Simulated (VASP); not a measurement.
Set up this calculation in VASP 6.6.1, as the native input.

| Quantity | Value |
| --- | --- |
| Task | density of states |
| Functional | PBEsol |
| Potentials or basis | VASP PAW PBE potentials, release 64 (Zn, Se) |
| Cutoff | 520 eV |
| k mesh | 8 × 8 × 8 |
| Occupations | gaussian, width 0.02 eV |
| Spin | no spin polarisation |
| Dipole correction | no |
| k mesh for the DOS | 12 × 12 × 12 |
| Occupations for the DOS | tetrahedron |
| Further INCAR settings | ALGO = Normal; EDIFF = 1e-07; NBANDS = 16 |

The system is ZnSe.

```
CELL_PARAMETERS angstrom
0.00000 2.81660 2.81660
2.81660 0.00000 2.81660
2.81660 2.81660 0.00000
ATOMIC_POSITIONS crystal
Zn 0.00000 0.00000 0.00000
Se 0.25000 0.25000 0.25000
```

These files were run (other wordings do the same):

POSCAR

```
ZnSe
1.0
    0.0000000000      2.8166002553      2.8166002553
    2.8166002553      0.0000000000      2.8166002553
    2.8166002553      2.8166002553      0.0000000000
Zn Se
1 1
Direct
    0.0000000000      0.0000000000      0.0000000000
    0.2500000000      0.2500000000      0.2500000000
```

INCAR.step1

```
SYSTEM = ZnSe
PREC = Accurate
ENCUT = 520
EDIFF = 1E-7
ISMEAR = 0
SIGMA = 0.02
LREAL = .False.
LASPH = .True.
NELM = 60
ALGO = Normal
ISIF = 2
LWAVE = .False.
LCHARG = .True.
GGA = PS
NBANDS = 16
```

KPOINTS.step1

```
regular mesh
0
Gamma
  8 8 8
  0 0 0
```

INCAR.step2

```
SYSTEM = ZnSe
PREC = Accurate
ENCUT = 520
EDIFF = 1E-7
ISMEAR = -5
SIGMA = 0.02
LREAL = .False.
LASPH = .True.
NELM = 60
ALGO = Normal
ISIF = 2
LWAVE = .False.
LCHARG = .False.
GGA = PS
LORBIT = 11
NBANDS = 16
NEDOS = 2001
ICHARG = 11
```

KPOINTS.step2

```
regular mesh
0
Gamma
  12 12 12
  0 0 0
```

Potentials or basis: VASP PAW PBE potentials, release 64 (Zn, Se).

Run with:

```bash
$ cat potpaw_PBE.64/Zn/POTCAR potpaw_PBE.64/Se/POTCAR > POTCAR
$ cp INCAR.step1 INCAR
$ cp KPOINTS.step1 KPOINTS
$ mpirun -np 1 vasp_std > vasp.out
$ cp INCAR.step2 INCAR
$ cp KPOINTS.step2 KPOINTS
$ mpirun -np 1 vasp_std > vasp.out
```

It gave:

```yaml
Valence_electrons_inside_the_program's_atomic_spheres: Zn 10.79; Se 3.89
```

Run time: 36 s on 1 thread of AMD EPYC 7R43 64-Core Processor (Zen 3) (shared host), peak memory 0.16 GiB.
